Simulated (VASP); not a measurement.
# ZnCu: single point with PBE

The system is ZnCu.

```
Zn Cu
1.0
     2.87148    0.00000    0.00000
     0.00000    2.87148    0.00000
     0.00000    0.00000    2.87148
Zn Cu
1 1
Cartesian
  1.4357 1.4357 1.4357
  0.0000 0.0000 0.0000
```

```json
{"Program": "VASP 6.6.1", "Task": "single point", "Functional": "PBE", "Potentials or basis": "VASP PAW PBE potentials, release 64 (Zn, Cu)", "Cutoff": "520 eV", "k mesh": "14 × 14 × 14", "Occupations": "gaussian, width 0.1 eV", "Spin": "no spin polarisation", "Dipole correction": "no", "Further INCAR settings": "ALGO = Normal; EDIFF = 1e-06; NBANDS = 18"}
```

| Property | Result |
| --- | --- |
| Pressure | 14.4 GPa |
| Band gap on the k mesh | zero (an odd number of electrons rules out a gap without spin polarisation) |

Levels at points of the mesh, in eV from the Fermi level:
| k point | band 9 | band 10 | band 11 | band 12 | band 13 | band 14 | band 15 | band 16 |
| --- | --- | --- | --- | --- | --- | --- | --- | --- |
| (0.00, 0.00, 0.00) | -2.90 | -2.90 | -2.90 | 6.48 | 6.48 | 6.48 | 11.72 | 11.72 |
| (0.50, 0.00, 0.00) | -3.53 | -3.53 | -3.00 | -2.10 | 12.37 | 12.37 | 12.97 | 12.97 |
| (0.50, 0.50, 0.00) | -3.05 | -2.65 | -2.16 | -2.16 | 2.07 | 2.39 | 14.75 | 16.12 |
| (0.50, 0.50, 0.50) | -2.63 | -2.63 | 4.39 | 4.50 | 4.50 | 4.50 | 4.73 | 4.73 |

Wall time 61 s on 1 thread of Intel Xeon 8259CL, with other jobs on the host, peak memory 0.18 GiB.

Caveat: the cell stands under pressure.
